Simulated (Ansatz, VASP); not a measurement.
This is a calculation of LiF for Ansatz 0.2.0.

The input input.yaml:

```yaml
crystal:
  lattice:
    - [0.0, 1.972886423, 1.972886423]
    - [1.972886423, 0.0, 1.972886423]
    - [1.972886423, 1.972886423, 0.0]
  atoms:
    - { symbol: F, position: [0.5, 0.5, 0.5] }
    - { symbol: Li, position: [0.0, 0.0, 0.0] }
kpoints:
  mp_grid: { grid: [11, 11, 11] }
scf:
  occupations: { method: fermi_dirac, width: 0.05 }
hamiltonian:
  xc: lda
  pseudopotentials: { kind: all_electron, lapw: { basis_error: 0.001 } }
output:
  forces: true
  stress: true
  eigenvalues: true
```

Potentials or basis: all-electron LAPW, scalar-relativistic.

The run is started by

```sh
$ ansatz run input.yaml --threads 1 --pin off --max-ram 3072MiB --backend cpu --events-out ev --progress --plain --runs-dir out
```

**Question.** Set up the same calculation for VASP 6.6.1. Potentials there: VASP PAW LDA potentials, release 64 (F, Li_sv).

**Answer.** As run (the cutoff follows the program's own potentials):

The input INCAR:

```
SYSTEM = LiF
PREC     = Accurate       ! precision mode
ENCUT    = 520            ! plane-wave cutoff, eV
EDIFF    = 1E-7           ! SCF threshold, eV
ISMEAR   = -1             ! smearing method
SIGMA    = 0.05           ! smearing width, eV
LREAL    = .FALSE.        ! projectors in reciprocal space
LASPH    = .TRUE.         ! aspherical terms in the spheres
NELM     = 60             ! most SCF steps
ALGO     = Normal         ! electronic algorithm
ISIF     = 2              ! what is computed and relaxed
LWAVE    = .FALSE.        ! write WAVECAR
LCHARG   = .FALSE.        ! write CHGCAR
NBANDS   = 12             ! bands
```

File KPOINTS:

```
Automatic mesh
0
G
  11 11 11
  0 0 0
```

Contents of POSCAR:

```
LiF
1.0
    0.0000000000      1.9728864230      1.9728864230
    1.9728864230      0.0000000000      1.9728864230
    1.9728864230      1.9728864230      0.0000000000
F Li
1 1
Direct
    0.5000000000      0.5000000000      0.5000000000
    0.0000000000      0.0000000000      0.0000000000
```

Potentials or basis: VASP PAW LDA potentials, release 64 (F, Li_sv).

The run is started by

```bash
$ cat potpaw_LDA.64/F/POTCAR potpaw_LDA.64/Li_sv/POTCAR > POTCAR
$ mpirun -np 1 vasp_std > vasp.out
```

Both were run:

|  | VASP | Ansatz | Ansatz less VASP |
| --- | --- | --- | --- |
| gap on the k mesh at the Fermi level (eV) | 9.41 | 9.40 | -0.016 |
| least direct gap on the mesh (eV) | 9.41 | 9.40 | -0.016 |

LDA's correlation is that of Perdew and Zunger in VASP and of Perdew and Wang (1992) in Ansatz. Ansatz ran all-electron here, and VASP with PAW potentials.

Noted on VASP's run: the cutoff is short for stress, so the pressure is rough.
